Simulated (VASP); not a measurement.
Runs of VASP 6.6.1 on Mg3Cd2Te3. The structure is that of space group Pm-3m (No. 221), or close to it. The cells are those of the table. The cell was built from a structure type or drawn by symmetry, and may not be a known phase.

| task | cell | k mesh | cutoff (eV) | smearing | gap on the mesh (eV) | pressure (GPa) | relaxed volume (Å³/atom) |
| --- | --- | --- | --- | --- | --- | --- | --- |
| single point | a = 6.081 Å, 8 atoms | 3 × 3 × 3 | 520 | gaussian 0.2 eV | none | -0.7 | - |
| single point | a = 6.071 Å, 8 atoms | 3 × 3 × 3 | 520 | gaussian 0.2 eV | none | (a) | - |
| relaxation of cell and atoms | relaxed from a = 5.954 Å, 8 atoms | 3 × 3 × 3 | 600 | gaussian 0.2 eV | none | 0.0 | 27.55 |
| relaxation of cell and atoms | relaxed from a = 6.081 Å, 8 atoms | 3 × 3 × 3 | 600 | gaussian 0.2 eV | none | -0.1 | 27.60 |
| single point | a = 6.032 Å, 8 atoms | 6 × 6 × 6 | 520 | gaussian 0.1 eV | none | 0.0 | - |

Alike in all rows: level PBE; potentials or basis VASP PAW PBE potentials, release 64 (Mg, Cd, Te); no spin polarisation.

Question: Fill in the values left out.

Answer: (a) -0.5.

Caveats: spin-orbit coupling is left out, which moves the levels of the heavy elements; semilocal functionals underestimate gaps, so a narrow gap can read as zero (at least some runs).

A k mesh can miss the band edges, and the runs leave out spin-orbit coupling on Cd, Te.

A gap of «none» marks levels without a gap at the run's occupations.
